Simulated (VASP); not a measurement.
# WSe2 (P6_3/mmc) in VASP: a series of runs

Runs on WSe2. Level: r2SCAN. Tasks: single point.

Everything below comes from runs of VASP 6.6.1. Logs are shortened: lines on timing, memory, paths and dates and some standing lists are left out, and cuts for length are marked.

**1. The cell of the first run**

It takes space group P6_3/mmc (No. 194, hexagonal). The conventional cell has a = 3.381 Å, b = 3.381 Å, c = 14.003 Å, α = 90.00°, β = 90.00°, γ = 120.00°. Within 3.4 Å of W (site symmetry -6m2) lie 6 Se at 2.55 Å and 6 W at 3.38 Å. Se (site symmetry 3m) has 3 W at 2.55 Å and 7 Se at 3.28 to 3.38 Å within 3.4 Å.

**2. Single point, r2SCAN (equal strain along all axes, cell held: +2.0 %, then relaxed in part)**

Input file POSCAR:

```
WSe2
1.0
    3.3814179488      0.0000000000      0.0000000000
   -1.6907089744      2.9283938445      0.0000000000
    0.0000000000      0.0000000000     14.0034944995
W Se
2 4
Direct
    0.6666666667      0.3333333333      0.7500000000
    0.3333333333      0.6666666667      0.2500000000
    0.3333333333      0.6666666667      0.8670977078
    0.6666666667      0.3333333333      0.3670977078
    0.3333333333      0.6666666667      0.6329022922
    0.6666666667      0.3333333333      0.1329022922
```

Input file INCAR.step1:

```
ALGO     = Normal         # electronic algorithm
EDIFF    = 1E-4           # SCF threshold, eV
ENCUT    = 520            # plane-wave cutoff, eV
GGA      = PE             # functional
ISMEAR   = 0              # smearing method
LASPH    = T              # aspherical terms in the spheres
LCHARG   = F              # write CHGCAR
LREAL    = F              # projectors in reciprocal space
LWAVE    = T              # write WAVECAR
NBANDS   = 35             # bands
NELM     = 80             # most SCF steps
PREC     = Accurate       # precision mode
SIGMA    = 0.02           # smearing width, eV
```

Input file INCAR.step2:

```
ALGO     = Normal         # electronic algorithm
EDIFF    = 1E-6           # SCF threshold, eV
ENCUT    = 520            # plane-wave cutoff, eV
ISIF     = 2              # what is computed and relaxed
ISMEAR   = 0              # smearing method
ISTART   = 1            
LASPH    = T              # aspherical terms in the spheres
LCHARG   = F              # write CHGCAR
LMIXTAU  = T            
LREAL    = F              # projectors in reciprocal space
LWAVE    = F              # write WAVECAR
METAGGA  = R2SCAN         # meta-GGA
NBANDS   = 35             # bands
NELM     = 80             # most SCF steps
PREC     = Accurate       # precision mode
SIGMA    = 0.02           # smearing width, eV
```

Input file KPOINTS:

```
k-points
0
Gamma
  12 12 2
```

Potentials or basis: VASP PAW PBE potentials, release 64 (W_sv, Se).

Command:

```console
$ cat potpaw_PBE.64/W_sv/POTCAR potpaw_PBE.64/Se/POTCAR > POTCAR
$ cp INCAR.step1 INCAR
$ mpirun -np 1 vasp_std > vasp.out
$ cp INCAR.step2 INCAR
$ mpirun -np 1 vasp_std > vasp.out
```

OUTCAR:

```text
EDIFF = 1E-6
   ENCUT = 520
   ISIF = 2
   ISMEAR = 0
   ISTART = 1
   LASPH = T
   LREAL = F
   METAGGA = R2SCAN
   NELM = 80
   PREC = Accurate

 ion  position               nearest neighbor table
   1  0.667  0.333  0.750-   3 2.55   5 2.55   3 2.55   5 2.55   3 2.55   5 2.55
   2  0.333  0.667  0.250-   4 2.55   6 2.55   4 2.55   6 2.55   4 2.55   6 2.55
   3  0.333  0.667  0.867-   1 2.55   1 2.55   1 2.55
   4  0.667  0.333  0.367-   2 2.55   2 2.55   2 2.55
   5  0.333  0.667  0.633-   1 2.55   1 2.55   1 2.55
   6  0.667  0.333  0.133-   2 2.55   2 2.55   2 2.55

  LATTYP: Found a hexagonal cell.
 ALAT       =     3.3814179488
 C/A-ratio  =     4.1413083835

  Lattice vectors:

 A1 = (   3.3814179488,   0.0000000000,   0.0000000000)
 A2 = (  -1.6907089744,   2.9283938445,   0.0000000000)
 A3 = (   0.0000000000,   0.0000000000,  14.0034944995)

Analysis of symmetry for initial positions (statically):
=====================================================================
 Subroutine PRICEL returns:
 Original cell was already a primitive cell.

 Routine SETGRP: Setting up the symmetry group for a
 hexagonal supercell.

 Subroutine GETGRP returns: Found 24 space group operations
 (whereof 12 operations were pure point group operations)
 out of a pool of 24 trial point group operations.

The static configuration has the point symmetry D_3d.
 The point group associated with its full space group is D_6h.

Analysis of symmetry for dynamics (positions and initial velocities):
=====================================================================
 Subroutine PRICEL returns:
 Original cell was already a primitive cell.

 Routine SETGRP: Setting up the symmetry group for a
 hexagonal supercell.

 Subroutine GETGRP returns: Found 24 space group operations
 (whereof 12 operations were pure point group operations)
 out of a pool of 24 trial point group operations.

The dynamic configuration has the point symmetry D_3d.
 The point group associated with its full space group is D_6h.

 Subroutine INISYM returns: Found 24 space group operations
 (whereof 12 operations are pure point group operations),
 and found     1 'primitive' translations

----------------------------------------------------------------------------------------

                                     Primitive cell

  volume of cell :     138.6643

  direct lattice vectors                    reciprocal lattice vectors
     3.381417949  0.000000000  0.000000000     0.295733924  0.170742061  0.000000000
    -1.690708974  2.928393844  0.000000000     0.000000000  0.341484122  0.000000000
     0.000000000  0.000000000 14.003494500     0.000000000  0.000000000  0.071410747

  length of vectors
     3.381417949  3.381417949 14.003494500     0.341484122  0.341484122  0.071410747

  position of ions in fractional coordinates (direct lattice)
     0.666666667  0.333333333  0.750000000
     0.333333333  0.666666667  0.250000000
     0.333333333  0.666666667  0.867097708
     0.666666667  0.333333333  0.367097708
     0.333333333  0.666666667  0.632902292
     0.666666667  0.333333333  0.132902292

  ion indices of the primitive-cell ions
   primitive index   ion index
                 1           1
                 2           2
                 3           3
                 4           4
                 5           5
                 6           6

----------------------------------------------------------------------------------------

 KPOINTS: k-points

Automatic generation of k-mesh.
 Grid dimensions read from file:
 generate k-points for:   12   12    2

 Generating k-lattice:

  Cartesian coordinates                     Fractional coordinates (reciprocal lattice)
     0.024644494  0.014228505  0.000000000     0.083333333  0.000000000  0.000000000
     0.000000000  0.028457010  0.000000000     0.000000000  0.083333333  0.000000000
     0.000000000  0.000000000  0.035705373     0.000000000  0.000000000  0.500000000

  Length of vectors
     0.028457010  0.028457010  0.035705373

  Shift w.r.t. Gamma in fractional coordinates (k-lattice)
     0.000000000  0.000000000  0.000000000

 Subroutine IBZKPT returns following result:
 ===========================================

 Found     38 irreducible k-points:

 Following reciprocal coordinates:
            Coordinates               Weight
  0.000000  0.000000  0.000000      1.000000
  0.083333 -0.000000  0.000000      6.000000
  0.166667 -0.000000  0.000000      6.000000
  0.250000 -0.000000  0.000000      6.000000
  0.333333 -0.000000  0.000000      6.000000
  0.416667 -0.000000  0.000000      6.000000
[... 16 lines left out ...]
  0.250000 -0.000000  0.500000      6.000000
  0.333333 -0.000000  0.500000      6.000000
 [... further k-points ...]
   k-points           NKPTS =     38   k-points in BZ     NKDIM =     38   number of bands    NBANDS=     35
   number of dos      NEDOS =    301   number of ions     NIONS =      6
   total plane-waves  NPLWV =  84672
   dimension x,y,z NGX =    28 NGY =   28 NGZ =  108
   dimension x,y,z NGXF=    56 NGYF=   56 NGZF=  216
   ions per type =               2   4
   NGX,Y,Z   is equivalent  to a cutoff of  13.77, 13.77, 12.82 a.u.
   NGXF,Y,Z  is equivalent  to a cutoff of  27.53, 27.53, 25.64 a.u.
 SYSTEM =  unknown system
   PREC   = accura    normal or accurate (medium, high low for compatibility)
   ISTART =      1    job   : 0-new  1-cont  2-samecut
   ICHARG =      0    charge: 1-file 2-atom 10-const
   ISPIN  =      1    spin polarized calculation?
   LNONCOLLINEAR =      F non collinear calculations
   LSORBIT =      F    spin-orbit coupling
   LASPH  =      T    aspherical Exc in radial PAW
   ENCUT  =  520.0 eV  38.22 Ry    6.18 a.u.   6.29  6.29 26.04*2*pi/ulx,y,z
   NELM   =     80;   NELMIN=  2; NELMDL=  0     # of ELM steps
   EDIFF  = 0.1E-05   stopping-criterion for ELM
   LREAL  =      F    real-space projection
   EDIFFG = 0.1E-04   stopping-criterion for IOM
   NSW    =      0    number of steps for IOM
   IBRION =     -1    ionic relax: 0-MD 1-quasi-New 2-CG
   NFREE  =      0    steps in history (QN), initial steepest desc. (CG)
   ISIF   =      2    stress and relaxation
   ISYM   =      2    0-nonsym 1-usesym 2-fastsym
   POTIM  = 0.5000    time-step for ionic-motion
   TEBEG  =    0.0;   TEEND  =   0.0 temperature during run
   PSTRESS=    0.0 pullay stress
   NELECT =      52.0000    total number of electrons
   NUPDOWN=      -1.0000    fix difference up-down
   EMIN   =  10.00;   EMAX   =-10.00  energy-range for DOS
   EFERMI =   0.00;   METHOD = LEGACY
   ISMEAR =     0;   SIGMA  =   0.02  broadening in eV -4-tet -1-fermi 0-gaus
   EFERMI_NEDOS =   21; number of points for ismear=-14 and -15
   IALGO  =     38    algorithm
   IMIX   =      4    mixing-type and parameters
     AMIX     =   0.40;   BMIX     =  1.00
     AMIX_MAG =   1.60;   BMIX_MAG =  1.00
  volume/ion in A,a.u.               =      23.11       155.96
  Fermi-wavevector in a.u.,A,eV,Ry     =   1.180559  2.230933 18.962705  1.393720
  Thomas-Fermi vector in A             =   2.316849
   LORBIT       =      0    0 simple, 1 ext, 2 COOP (PROOUT), +10 PAW based schemes
   METAGGA = R2SCAN    functional components
   LHFCALC =     F    Hartree Fock is set to
   AEXX    =    0.0000 exact exchange contribution
   IVDW    =     0    specifies the selected vdW correction
   LEPSILON=     F    determine dielectric tensor
   LRPA    =     F    only Hartree local field effects (RPA)
 non-spin polarized calculation
 Gauss-broadening in eV      SIGMA  =   0.02
  energy-cutoff  :      520.00
  volume of cell :      138.66
 maximum number of plane-waves:      3784
 NGX is ok and might be reduce to    28
   NGX = 13   NGY = 13   NGZ = 53

 number of electron      52.0000004 magnetization

 Free energy of the ion-electron system (eV)
  ---------------------------------------------------
  ext. energy  EPLUGINS =         0.00000000
  ---------------------------------------------------
  free energy    TOTEN  =      -163.52327558 eV

  energy without entropy =     -163.52327558  energy(sigma->0) =     -163.52327558

 E-fermi :   4.8620     XC(G=0): -10.5231

 val. band max:        4.6909428560   @ k =   0.0000   0.0000   0.0000
 cond. band min:       5.7622274981   @ k =   0.3333   0.3333   0.0000
 fundamental gap:      1.0712846422
 Fermi energy:         4.8619986365

 k-point     1 :       0.0000    0.0000    0.0000
  band No.  band energies     occupation
      1     -71.7039      2.00000
      2     -71.7039      2.00000
      3     -35.2363      2.00000
      4     -35.2363      2.00000
      5     -35.1950      2.00000
      6     -35.1950      2.00000
[... 27 lines left out ...]
     34       7.5536      0.00000
     35       9.1349      0.00000

 k-point     2 :       0.0833   -0.0000    0.0000
  band No.  band energies     occupation
      1     -71.7034      2.00000
      2     -71.7034      2.00000
      3     -35.2338      2.00000
      4     -35.2338      2.00000
      5     -35.2077      2.00000
      6     -35.2077      2.00000
[... 27 lines left out ...]
     34       7.4914      0.00000
     35       9.7000      0.00000

 k-point     3 :       0.1667   -0.0000    0.0000
  band No.  band energies     occupation
      1     -71.7019      2.00000
      2     -71.7019      2.00000
      3     -35.2421      2.00000
      4     -35.2421      2.00000
      5     -35.2271      2.00000
      6     -35.2271      2.00000
[... 27 lines left out ...]
     34       7.9313      0.00000
     35      10.6214      0.00000
[... 723 lines left out ...]
 k-point    23 :       0.2500   -0.0000    0.5000
  band No.  band energies     occupation
      1     -71.7000      2.00000
      2     -71.7000      2.00000
      3     -35.2888      2.00000
      4     -35.2888      2.00000
      5     -35.2180      2.00000
      6     -35.2180      2.00000
[... 27 lines left out ...]
     34       8.3416      0.00000
     35      11.3434      0.00000

 k-point    24 :       0.3333   -0.0000    0.5000
  band No.  band energies     occupation
      1     -71.6980      2.00000
      2     -71.6980      2.00000
      3     -35.3350      2.00000
      4     -35.3350      2.00000
      5     -35.2282      2.00000
      6     -35.2282      2.00000
[... 27 lines left out ...]
     34       8.6686      0.00000
     35      10.6812      0.00000

 [... further k-points ...]

------------------------ aborting loop because EDIFF is reached ----------------------------------------

  FORCE on cell =-STRESS in cart. coord.  units (eV):
  Direction    XX          YY          ZZ          XY          YZ          ZX
  --------------------------------------------------------------------------------------
  -------------------------------------------------------------------------------------
  Total       -3.4130333     -3.4130333     -0.1037642      0.0000000      0.0000000      0.0000000
  in kB      -39.4354083    -39.4354083     -1.1989290      0.0000000      0.0000000      0.0000000
  external PRESSURE =     -26.6899152 kB  Pullay stress =       0.0000000 kB

 VOLUME and BASIS-vectors are now :
 -----------------------------------------------------------------------------
  energy-cutoff  :      520.00
  volume of cell :      138.66
      direct lattice vectors                 reciprocal lattice vectors
     3.381417949  0.000000000  0.000000000     0.295733924  0.170742061  0.000000000
    -1.690708974  2.928393844  0.000000000     0.000000000  0.341484122  0.000000000
     0.000000000  0.000000000 14.003494500     0.000000000  0.000000000  0.071410747

 POSITION                                       TOTAL-FORCE (eV/Angst)
 -----------------------------------------------------------------------------------
      1.69071      0.97613     10.50262         0.000000      0.000000      0.000000
     -0.00000      1.95226      3.50087        -0.000000      0.000000      0.000000
     -0.00000      1.95226     12.14240         0.000000     -0.000000      0.039634
      1.69071      0.97613      5.14065        -0.000000      0.000000      0.039634
     -0.00000      1.95226      8.86284         0.000000     -0.000000     -0.039634
      1.69071      0.97613      1.86110        -0.000000      0.000000     -0.039634
 -----------------------------------------------------------------------------------
    total drift:                               -0.000000      0.000000     -0.000000

  FREE ENERGIE OF THE ION-ELECTRON SYSTEM (eV)
  ---------------------------------------------------
  free  energy   TOTEN  =      -163.5232755837 eV

  energy  without entropy=     -163.5232755837  energy(sigma->0) =     -163.52327558
```

Run time: 13 min. Hardware: 1 thread of Intel Xeon Platinum 8259CL at 2.50GHz (Skylake/Cascade Lake), shared host; peak memory 0.4 GiB.

What came out:

```
Free energy            : -163.5233 eV
Pressure               : -2.7 GPa
Largest force          : 0.040 eV/Å
Band gap on the k mesh : 1.07 eV, indirect (least direct gap 1.37 eV)
```

Forces in eV/Å, atoms in the order of the input:
```
W    0.000  0.000  0.000
W    0.000  0.000  0.000
Se   0.000  0.000  0.040
Se   0.000  0.000  0.040
Se   0.000  0.000 -0.040
Se   0.000  0.000 -0.040
```

Levels at points of the mesh, in eV from the valence-band top:
| k point | band 24 | band 25 | band 26 | band 27 | band 28 | band 29 |
| --- | --- | --- | --- | --- | --- | --- |
| (0.00, 0.00, 0.00) | -1.52 | -0.66 | 0.00 | 2.59 | 2.59 | 2.61 |
| (0.50, 0.00, 0.00) | -1.56 | -1.30 | -1.23 | 1.93 | 1.95 | 2.30 |
| (0.00, 0.00, 0.50) | -1.86 | -0.21 | -0.21 | 2.60 | 2.60 | 2.60 |
| (0.50, 0.00, 0.50) | -1.60 | -1.27 | -1.27 | 1.94 | 1.94 | 2.35 |

Caveat: the cell differs from its parent crystal (equal strain along all axes, cell held: +2.0 %, then relaxed in part); the PAW data sets were made with another functional, which shifts forces and pressure a little; spin-orbit coupling is left out, which moves the levels of the heavy elements. A k mesh can miss the band edges.

**3. Single point, r2SCAN**

POSCAR is that of step 2.

Input file INCAR.step1:

```
SYSTEM = WSe2
PREC = Accurate
ENCUT = 520
ISMEAR = 0
SIGMA = 0.02
LREAL = .FALSE.
LASPH = .TRUE.
NELM = 60
NBANDS = 35
GGA = PE
ALGO = Normal
EDIFF = 1E-4
LWAVE = .TRUE.
LCHARG = .FALSE.
```

Input file INCAR.step2:

```
SYSTEM = WSe2
PREC = Accurate
ENCUT = 520
EDIFF = 1E-7
ISMEAR = 0
SIGMA = 0.02
LREAL = .FALSE.
LASPH = .TRUE.
NELM = 60
ALGO = Normal
ISIF = 2
LWAVE = .FALSE.
LCHARG = .TRUE.
METAGGA = R2SCAN
LMIXTAU = .TRUE.
LELF = .TRUE.
LVHAR = .TRUE.
NBANDS = 35
ISTART = 1
```

Input file KPOINTS:

```
Automatic mesh
0
G
  12 12 2
  0 0 0
```

Potentials or basis: VASP PAW PBE potentials, release 64 (W_sv, Se).

Command:

```console
$ cat potpaw_PBE.64/W_sv/POTCAR potpaw_PBE.64/Se/POTCAR > POTCAR
$ cp INCAR.step1 INCAR
$ mpirun -np 1 vasp_std > vasp.out
$ cp INCAR.step2 INCAR
$ mpirun -np 1 vasp_std > vasp.out
```

OUTCAR:

```text
SYSTEM = WSe2
   PREC = Accurate
   ENCUT = 520
   EDIFF = 1E-7
   ISMEAR = 0
   LREAL = .FALSE.
   LASPH = .TRUE.
   NELM = 60
   ISIF = 2
   METAGGA = R2SCAN
   ISTART = 1

 ion  position               nearest neighbor table
   1  0.667  0.333  0.750-   3 2.55   5 2.55   3 2.55   5 2.55   3 2.55   5 2.55
   2  0.333  0.667  0.250-   4 2.55   6 2.55   4 2.55   6 2.55   4 2.55   6 2.55
   3  0.333  0.667  0.867-   1 2.55   1 2.55   1 2.55
   4  0.667  0.333  0.367-   2 2.55   2 2.55   2 2.55
   5  0.333  0.667  0.633-   1 2.55   1 2.55   1 2.55
   6  0.667  0.333  0.133-   2 2.55   2 2.55   2 2.55

  LATTYP: Found a hexagonal cell.
 ALAT       =     3.3814179488
 C/A-ratio  =     4.1413083835

  Lattice vectors:

 A1 = (   3.3814179488,   0.0000000000,   0.0000000000)
 A2 = (  -1.6907089744,   2.9283938445,   0.0000000000)
 A3 = (   0.0000000000,   0.0000000000,  14.0034944995)

Analysis of symmetry for initial positions (statically):
=====================================================================
[... 186 lines left out ...]
 cond. band min:       5.7621480811   @ k =   0.3333   0.3333   0.0000
 fundamental gap:      1.0712831385
 Fermi energy:         4.8619669850

 k-point     1 :       0.0000    0.0000    0.0000
  band No.  band energies     occupation
      1     -71.7039      2.00000
      2     -71.7039      2.00000
      3     -35.2363      2.00000
      4     -35.2363      2.00000
      5     -35.1951      2.00000
      6     -35.1951      2.00000
[... 901 lines left out ...]
     34       8.6686      0.00000
     35      10.6812      0.00000

 [... further k-points ...]

------------------------ aborting loop because EDIFF is reached ----------------------------------------

  FORCE on cell =-STRESS in cart. coord.  units (eV):
  Direction    XX          YY          ZZ          XY          YZ          ZX
  --------------------------------------------------------------------------------------
  -------------------------------------------------------------------------------------
  Total       -3.4151153     -3.4151153     -0.1038642      0.0000000      0.0000000     -0.0000000
  in kB      -39.4594651    -39.4594651     -1.2000846      0.0000000      0.0000000     -0.0000000
  external PRESSURE =     -26.7063382 kB  Pullay stress =       0.0000000 kB

 VOLUME and BASIS-vectors are now :
 -----------------------------------------------------------------------------
  energy-cutoff  :      520.00
  volume of cell :      138.66
      direct lattice vectors                 reciprocal lattice vectors
     3.381417949  0.000000000  0.000000000     0.295733924  0.170742061  0.000000000
    -1.690708974  2.928393844  0.000000000     0.000000000  0.341484122  0.000000000
     0.000000000  0.000000000 14.003494500     0.000000000  0.000000000  0.071410747

 POSITION                                       TOTAL-FORCE (eV/Angst)
 -----------------------------------------------------------------------------------
      1.69071      0.97613     10.50262         0.000000     -0.000000      0.000000
     -0.00000      1.95226      3.50087        -0.000000     -0.000000      0.000000
     -0.00000      1.95226     12.14240         0.000000      0.000000      0.039558
      1.69071      0.97613      5.14065         0.000000      0.000000      0.039558
     -0.00000      1.95226      8.86284         0.000000     -0.000000     -0.039558
      1.69071      0.97613      1.86110         0.000000     -0.000000     -0.039558
 -----------------------------------------------------------------------------------
    total drift:                               -0.000000      0.000000     -0.000000

  FREE ENERGIE OF THE ION-ELECTRON SYSTEM (eV)
  ---------------------------------------------------
  free  energy   TOTEN  =      -163.5232767313 eV

  energy  without entropy=     -163.5232767313  energy(sigma->0) =     -163.52327673
```

Wall time 8.7 min (1 thread of Intel Xeon 6975P-C (Granite Rapids), shared host); peak memory 0.4 GiB.

Results:

```yaml
Free_energy: -163.5233 eV
Pressure: -2.7 GPa
Largest_force: 0.040 eV/Å
Band_gap_on_the_k_mesh: 1.07 eV, indirect (least direct gap 1.37 eV)
```

Forces on the atoms (eV/Å):
```
W    0.000  0.000  0.000
W    0.000  0.000  0.000
Se   0.000  0.000  0.040
Se   0.000  0.000  0.040
Se   0.000  0.000 -0.040
Se   0.000  0.000 -0.040
```

Caveat: the PAW data sets were made with another functional, which shifts forces and pressure a little; spin-orbit coupling is left out, which moves the levels of the heavy elements.
